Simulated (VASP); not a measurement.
Input of a VASP 6.6.1 run:

Contents of INCAR:

```
SYSTEM = Al3BAs4
PREC = Accurate ; ENCUT = 520
EDIFF = 1E-6 ; ISMEAR = 0
SIGMA = 0.1 ; LREAL = .FALSE.
LASPH = .TRUE. ; NELM = 80
ALGO = Normal ; ISIF = 2
LWAVE = .FALSE. ; LCHARG = .FALSE.
GGA = PE ; NBANDS = 26
```

Contents of KPOINTS:

```
regular mesh
0
G
  6 6 2
  0 0 0
```

The input POSCAR:

```
Al3BAs4
1.0
    3.7495469700      0.0000000000      0.0000000000
   -1.8747734900      3.2472029300      0.0000000000
    0.0000000000      0.0000000000     12.3245179400
Al B As
3 1 4
Direct
    0.3333333300      0.6666666700      0.0003415000
    0.3333333300      0.6666666700      0.5003415000
    0.6666666700      0.3333333300      0.7503415000
    0.6666666700      0.3333333300      0.2503415000
    0.3333333300      0.6666666700      0.1876585000
    0.3333333300      0.6666666700      0.6876585000
    0.6666666700      0.3333333300      0.4376585000
    0.6666666700      0.3333333300      0.9376585000
```

Potentials or basis: VASP PAW PBE potentials, release 64 (Al, B, As).

Launch:

```sh
$ cat potpaw_PBE.64/Al/POTCAR potpaw_PBE.64/B/POTCAR potpaw_PBE.64/As/POTCAR > POTCAR
$ mpirun -np 1 vasp_std > vasp.out
```

(1) Predict the largest force.

(2) What does it give for the pressure?

(3) Estimate the band gap on the k mesh.

Results:

(1) 3.065 eV/Å.

(2) 13.7 GPa.

(3) 1.16 eV, indirect (least direct gap 1.26 eV).

Caveat: forces of over 1 eV/Å act on the atoms, so gaps and moduli don't describe the material at rest.
